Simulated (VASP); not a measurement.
# Ge (Fd-3m) in VASP: settings compared

Aim: see how the results for Ge move with the level of theory and the settings. Levels: SVWN5, PBE. Tasks: relaxation of cell and atoms, single point.

All numbers are computed with VASP 6.6.1; they aren't measurements. Logs are shortened: lines on timing, memory, paths and dates and some standing lists are left out, and cuts for length are marked.

**1. The cell of the first run**

Symmetry: Fd-3m, No. 227, cubic system. The conventional cell has a = 5.658 Å, b = 5.658 Å, c = 5.658 Å, α = 90.00°, β = 90.00°, γ = 90.00°. Ge (site symmetry -43m) has 4 Ge at 2.45 Å within 3.2 Å.

**2. Relaxation of cell and atoms, SVWN5**

The input, INCAR:

```
ALGO = Normal
EDIFF = 1E-6
EDIFFG = -0.01
ENCUT = 600
GGA = VW
IBRION = 2
ISIF = 3
ISMEAR = -1
LASPH = True
LCHARG = False
LREAL = False
LWAVE = False
NELM = 100
NSW = 60
PREC = Accurate
SIGMA = 0.05
```

The input, KPOINTS:

```
k-points
0
Gamma
  8 8 8
```

The input, POSCAR:

```
Ge
1.0
    0.0000000000      2.8289100000      2.8289100000
    2.8289100000      0.0000000000      2.8289100000
    2.8289100000      2.8289100000      0.0000000000
Ge
2
Direct
    0.7500000000      0.7500000000      0.7500000000
    0.5000000000      0.5000000000      0.5000000000
```

Potentials or basis: VASP PAW PBE potentials, release 64 (Ge_d).

Launch:

```sh
$ cat potpaw_PBE.64/Ge_d/POTCAR > POTCAR
$ mpirun -np 1 vasp_std > vasp.out
```

OUTCAR:

```text
EDIFF = 1E-6
   EDIFFG = -0.01
   ENCUT = 600
   GGA = VW
   IBRION = 2
   ISIF = 3
   ISMEAR = -1
   LASPH = True
   LREAL = False
   NELM = 100
   NSW = 60
   PREC = Accurate

 ion  position               nearest neighbor table
   1  0.750  0.750  0.750-   2 2.45   2 2.45   2 2.45   2 2.45
   2  0.500  0.500  0.500-   1 2.45   1 2.45   1 2.45   1 2.45

  LATTYP: Found a face centered cubic cell.
 ALAT       =     5.6578200000

  Lattice vectors:

 A1 = (   0.0000000000,   2.8289100000,   2.8289100000)
 A2 = (   2.8289100000,   0.0000000000,   2.8289100000)
 A3 = (   2.8289100000,   2.8289100000,   0.0000000000)

Analysis of symmetry for initial positions (statically):
=====================================================================
 Subroutine PRICEL returns:
 Original cell was already a primitive cell.

 Routine SETGRP: Setting up the symmetry group for a
 face centered cubic supercell.

 Subroutine GETGRP returns: Found 48 space group operations
 (whereof 24 operations were pure point group operations)
 out of a pool of 48 trial point group operations.

The static configuration has the point symmetry T_d .
 The point group associated with its full space group is O_h .

Analysis of symmetry for dynamics (positions and initial velocities):
=====================================================================
 Subroutine PRICEL returns:
 Original cell was already a primitive cell.

 Routine SETGRP: Setting up the symmetry group for a
 face centered cubic supercell.

 Subroutine GETGRP returns: Found 48 space group operations
 (whereof 24 operations were pure point group operations)
 out of a pool of 48 trial point group operations.

The dynamic configuration has the point symmetry T_d .
 The point group associated with its full space group is O_h .

 Subroutine INISYM returns: Found 48 space group operations
 (whereof 24 operations are pure point group operations),
 and found     1 'primitive' translations

----------------------------------------------------------------------------------------

                                     Primitive cell

  volume of cell :      45.2780

  direct lattice vectors                    reciprocal lattice vectors
     0.000000000  2.828910000  2.828910000    -0.176746521  0.176746521  0.176746521
     2.828910000  0.000000000  2.828910000     0.176746521 -0.176746521  0.176746521
     2.828910000  2.828910000  0.000000000     0.176746521  0.176746521 -0.176746521

  length of vectors
     4.000682889  4.000682889  4.000682889     0.306133954  0.306133954  0.306133954

  position of ions in fractional coordinates (direct lattice)
     0.750000000  0.750000000  0.750000000
     0.500000000  0.500000000  0.500000000

  ion indices of the primitive-cell ions
   primitive index   ion index
                 1           1
                 2           2

----------------------------------------------------------------------------------------

 KPOINTS: k-points

Automatic generation of k-mesh.
 Grid dimensions read from file:
 generate k-points for:    8    8    8

 Generating k-lattice:

  Cartesian coordinates                     Fractional coordinates (reciprocal lattice)
    -0.022093315  0.022093315  0.022093315     0.125000000  0.000000000  0.000000000
     0.022093315 -0.022093315  0.022093315     0.000000000  0.125000000  0.000000000
     0.022093315  0.022093315 -0.022093315     0.000000000  0.000000000  0.125000000

  Length of vectors
     0.038266744  0.038266744  0.038266744

  Shift w.r.t. Gamma in fractional coordinates (k-lattice)
     0.000000000  0.000000000  0.000000000

 Subroutine IBZKPT returns following result:
 ===========================================

 Found     29 irreducible k-points:

 Following reciprocal coordinates:
            Coordinates               Weight
  0.000000  0.000000  0.000000      1.000000
  0.125000  0.000000  0.000000      8.000000
  0.250000  0.000000  0.000000      8.000000
  0.375000  0.000000  0.000000      8.000000
  0.500000  0.000000  0.000000      4.000000
  0.125000  0.125000  0.000000      6.000000
[... 16 lines left out ...]
  0.500000  0.250000  0.125000     48.000000
 -0.375000  0.250000  0.125000     24.000000
 [... further k-points ...]
   k-points           NKPTS =     29   k-points in BZ     NKDIM =     29   number of bands    NBANDS=     18
   number of dos      NEDOS =    301   number of ions     NIONS =      2
   total plane-waves  NPLWV =  32768
   dimension x,y,z NGX =    32 NGY =   32 NGZ =   32
   dimension x,y,z NGXF=    64 NGYF=   64 NGZF=   64
   ions per type =               2
   NGX,Y,Z   is equivalent  to a cutoff of  13.30, 13.30, 13.30 a.u.
   NGXF,Y,Z  is equivalent  to a cutoff of  26.59, 26.59, 26.59 a.u.
 SYSTEM =  unknown system
   PREC   = accura    normal or accurate (medium, high low for compatibility)
   ISTART =      0    job   : 0-new  1-cont  2-samecut
   ICHARG =      2    charge: 1-file 2-atom 10-const
   ISPIN  =      1    spin polarized calculation?
   LNONCOLLINEAR =      F non collinear calculations
   LSORBIT =      F    spin-orbit coupling
   LASPH  =      T    aspherical Exc in radial PAW
   ENCUT  =  600.0 eV  44.10 Ry    6.64 a.u.   7.99  7.99  7.99*2*pi/ulx,y,z
   NELM   =    100;   NELMIN=  2; NELMDL= -5     # of ELM steps
   EDIFF  = 0.1E-05   stopping-criterion for ELM
   LREAL  =      F    real-space projection
   EDIFFG = -.1E-01   stopping-criterion for IOM
   NSW    =     60    number of steps for IOM
   IBRION =      2    ionic relax: 0-MD 1-quasi-New 2-CG
   NFREE  =      1    steps in history (QN), initial steepest desc. (CG)
   ISIF   =      3    stress and relaxation
   ISYM   =      2    0-nonsym 1-usesym 2-fastsym
   POTIM  = 0.5000    time-step for ionic-motion
   TEBEG  =    0.0;   TEEND  =   0.0 temperature during run
   PSTRESS=    0.0 pullay stress
   NELECT =      28.0000    total number of electrons
   NUPDOWN=      -1.0000    fix difference up-down
   EMIN   =  10.00;   EMAX   =-10.00  energy-range for DOS
   EFERMI =   0.00;   METHOD = LEGACY
   ISMEAR =    -1;   SIGMA  =   0.05  broadening in eV -4-tet -1-fermi 0-gaus
   EFERMI_NEDOS =   21; number of points for ismear=-14 and -15
   IALGO  =     38    algorithm
   IMIX   =      4    mixing-type and parameters
     AMIX     =   0.40;   BMIX     =  1.00
     AMIX_MAG =   1.60;   BMIX_MAG =  1.00
  volume/ion in A,a.u.               =      22.64       152.78
  Fermi-wavevector in a.u.,A,eV,Ry     =   1.394756  2.635708 26.468033  1.945346
  Thomas-Fermi vector in A             =   2.518275
   LORBIT       =      0    0 simple, 1 ext, 2 COOP (PROOUT), +10 PAW based schemes
   GGA     = VW    functional components
   LHFCALC =     F    Hartree Fock is set to
   AEXX    =    0.0000 exact exchange contribution
   IVDW    =     0    specifies the selected vdW correction
   LEPSILON=     F    determine dielectric tensor
   LRPA    =     F    only Hartree local field effects (RPA)
 conjugate gradient relaxation of ions
 non-spin polarized calculation
  energy-cutoff  :      600.00
  volume of cell :       45.28
 maximum number of plane-waves:      1540
   NGX = 15   NGY = 15   NGZ = 15

--------------------------------------- Ionic step        1  -------------------------------------------

 number of electron      28.0000013 magnetization

 Free energy of the ion-electron system (eV)
  ---------------------------------------------------
  ext. energy  EPLUGINS =         0.00000000
  ---------------------------------------------------
  free energy    TOTEN  =       -10.25971673 eV

  energy without entropy =      -10.25870701  energy(sigma->0) =      -10.25921187

------------------------ aborting loop because EDIFF is reached ----------------------------------------

  FORCE on cell =-STRESS in cart. coord.  units (eV):
  Direction    XX          YY          ZZ          XY          YZ          ZX
  --------------------------------------------------------------------------------------
  -------------------------------------------------------------------------------------
  Total       -0.3623383     -0.3623383     -0.3623383      0.0000000      0.0000000     -0.0000000
  in kB      -12.8214596    -12.8214596    -12.8214596      0.0000000      0.0000000     -0.0000000
  external PRESSURE =     -12.8214596 kB  Pullay stress =       0.0000000 kB

 VOLUME and BASIS-vectors are now :
 -----------------------------------------------------------------------------
  energy-cutoff  :      600.00
  volume of cell :       45.28
      direct lattice vectors                 reciprocal lattice vectors
     0.000000000  2.828910000  2.828910000    -0.176746521  0.176746521  0.176746521
     2.828910000  0.000000000  2.828910000     0.176746521 -0.176746521  0.176746521
     2.828910000  2.828910000  0.000000000     0.176746521  0.176746521 -0.176746521
[... 37 lines left out ...]
 POSITION                                       TOTAL-FORCE (eV/Angst)
 -----------------------------------------------------------------------------------
      4.20628      4.20628      4.20628         0.000000      0.000000      0.000000
      2.80419      2.80419      2.80419        -0.000000     -0.000000     -0.000000
 -----------------------------------------------------------------------------------
    total drift:                               -0.000000     -0.000000      0.000000

  FREE ENERGIE OF THE ION-ELECTRON SYSTEM (eV)
  ---------------------------------------------------
  free  energy   TOTEN  =       -10.2628141550 eV

  energy  without entropy=      -10.2618814253  energy(sigma->0) =      -10.26234779

--------------------------------------- Ionic step        3  -------------------------------------------

 number of electron      27.9999992 magnetization

 Free energy of the ion-electron system (eV)
  ---------------------------------------------------
  ext. energy  EPLUGINS =         0.00000000
  ---------------------------------------------------
  free energy    TOTEN  =       -10.26326888 eV

  energy without entropy =      -10.26229707  energy(sigma->0) =      -10.26278297

 E-fermi :   4.8950     XC(G=0): -10.3771

 val. band max:        4.8800235162   @ k =   0.0000   0.0000   0.0000
 cond. band min:       4.9855213895   @ k =   0.5000   0.0000   0.0000
 fundamental gap:      0.1054978733
 Fermi energy:         4.8950434170

 k-point     1 :       0.0000    0.0000    0.0000
  band No.  band energies     occupation
      1     -19.9281      2.00000
      2     -19.9281      2.00000
      3     -19.9281      2.00000
      4     -19.8896      2.00000
      5     -19.8896      2.00000
      6     -19.6653      2.00000
[... 10 lines left out ...]
     17       7.4183      0.00000
     18       7.4183      0.00000
[... 463 lines left out ...]
 k-point    24 :      -0.3750    0.2500    0.1250
  band No.  band energies     occupation
      1     -19.9768      2.00000
      2     -19.9642      2.00000
      3     -19.8769      2.00000
      4     -19.8233      2.00000
      5     -19.8084      2.00000
      6     -19.7504      2.00000
[... 10 lines left out ...]
     17      10.6989      0.00000
     18      11.8287      0.00000

 [... further k-points ...]

------------------------ aborting loop because EDIFF is reached ----------------------------------------

  FORCE on cell =-STRESS in cart. coord.  units (eV):
  Direction    XX          YY          ZZ          XY          YZ          ZX
  --------------------------------------------------------------------------------------
  -------------------------------------------------------------------------------------
  Total       -0.0002393     -0.0002393     -0.0002393      0.0000000      0.0000000      0.0000000
  in kB       -0.0086383     -0.0086383     -0.0086383      0.0000000      0.0000000      0.0000000
  external PRESSURE =      -0.0086383 kB  Pullay stress =       0.0000000 kB

 VOLUME and BASIS-vectors are now :
 -----------------------------------------------------------------------------
  energy-cutoff  :      600.00
  volume of cell :       44.38
      direct lattice vectors                 reciprocal lattice vectors
    -0.000000000  2.810083220  2.810083220    -0.177930674  0.177930674  0.177930674
     2.810083220  0.000000000  2.810083220     0.177930674 -0.177930674  0.177930674
     2.810083220  2.810083220  0.000000000     0.177930674  0.177930674 -0.177930674

 POSITION                                       TOTAL-FORCE (eV/Angst)
 -----------------------------------------------------------------------------------
      4.21512      4.21512      4.21512         0.000000     -0.000000     -0.000000
      2.81008      2.81008      2.81008        -0.000000      0.000000      0.000000
 -----------------------------------------------------------------------------------
    total drift:                               -0.000000     -0.000000      0.000000

  FREE ENERGIE OF THE ION-ELECTRON SYSTEM (eV)
  ---------------------------------------------------
  free  energy   TOTEN  =       -10.2632688757 eV

  energy  without entropy=      -10.2622970679  energy(sigma->0) =      -10.26278297

 reached required accuracy - stopping structural energy minimisation
```

Wall time 27 s (1 thread of Intel Xeon Platinum 8488C (Sapphire Rapids), shared host); peak memory 0.16 GiB.

What came out:

* Free energy: -10.2633 eV
* Relaxed volume: 22.19 Å³/atom
* Relaxed cell: a = 3.974 Å, b = 3.974 Å, c = 3.974 Å, α = 60.00°, β = 60.00°, γ = 60.00°
* Space group after relaxing (to 0.1 Å): Fd-3m (No. 227)
* Energy gained by relaxing: 1.8 meV/atom
* Ionic steps: 3
* Pressure after relaxing: 0.0 GPa
* Band gap on the k mesh: zero (filled and empty bands touch)

Step by step:
```
step  energy change (eV)  largest force (eV/Å)  pressure (GPa)  volume (Å³)
   1              0.0000                0.0000           -1.28        45.28
   2             -0.0031                0.0000            0.30        44.10
   3             -0.0036                0.0000            0.00        44.38
```

Final structure:
```yaml
crystal:
  lattice:
    - [0.00000, 2.81008, 2.81008]
    - [2.81008, 0.00000, 2.81008]
    - [2.81008, 2.81008, 0.00000]
  atoms:
    - { symbol: Ge, position: [0.75000, 0.75000, 0.75000] }
    - { symbol: Ge, position: [0.50000, 0.50000, 0.50000] }
```

Caveat: semilocal functionals underestimate gaps, so a narrow gap can read as zero; the PAW data sets were made with another functional, which shifts forces and pressure a little.

**3. Single point, PBE, non-collinear spin, zero start, spin-orbit coupling**

This run uses another cell than the first one, of 21.28 Å³/atom.

The input, INCAR:

```
SYSTEM = Ge
  PREC = Accurate
  ENCUT = 520
  EDIFF = 1E-7
  ISMEAR = -1
  SIGMA = 0.05
  LREAL = .False.
  LASPH = .True.
  NELM = 150
  ALGO = Normal
  ISIF = 2
  LWAVE = .False.
  LCHARG = .True.
  MAGMOM = 0 0 0 0 0 0
  LORBIT = 11
  LSORBIT = .True.
  GGA_COMPAT = .False.
  LORBMOM = .True.
  GGA = PE
  LVHAR = .True.
  NBANDS = 40
```

The input, KPOINTS:

```
regular mesh
0
Gamma
  8 8 8
  0 0 0
```

The input, POSCAR:

```
Ge
1.0
    0.0000000000      2.7711609388      2.7711609388
    2.7711609388      0.0000000000      2.7711609388
    2.7711609388      2.7711609388      0.0000000000
Ge
2
Direct
    0.7500000000      0.7500000000      0.7500000000
    0.5000000000      0.5000000000      0.5000000000
```

Potentials or basis: VASP PAW PBE potentials, release 64 (Ge_d).

Launch:

```sh
$ cat potpaw_PBE.64/Ge_d/POTCAR > POTCAR
$ mpirun -np 1 vasp_ncl > vasp.out
```

Run time: 97 s. Hardware: 1 thread of Intel Xeon Platinum 8488C (Sapphire Rapids), shared host; peak memory 0.3 GiB.

Results (log left out):

- Free energy: -8.9135 eV
- Pressure: 8.9 GPa
- Net moment: 0.00 μB per cell
- Valence electrons inside the program's atomic spheres: Ge 12.49

Moments on the atoms (μB; x, y, z):
```
Ge  0.00 0.00 0.00
Ge  0.00 0.00 0.00
```

Caveat: the cell stands under pressure.

**4. Against experiment**

Step 2. The cell as given is a measured one (22.64 Å³/atom); SVWN5 puts the equilibrium volume -2.0 % from it, thermal expansion not counted.
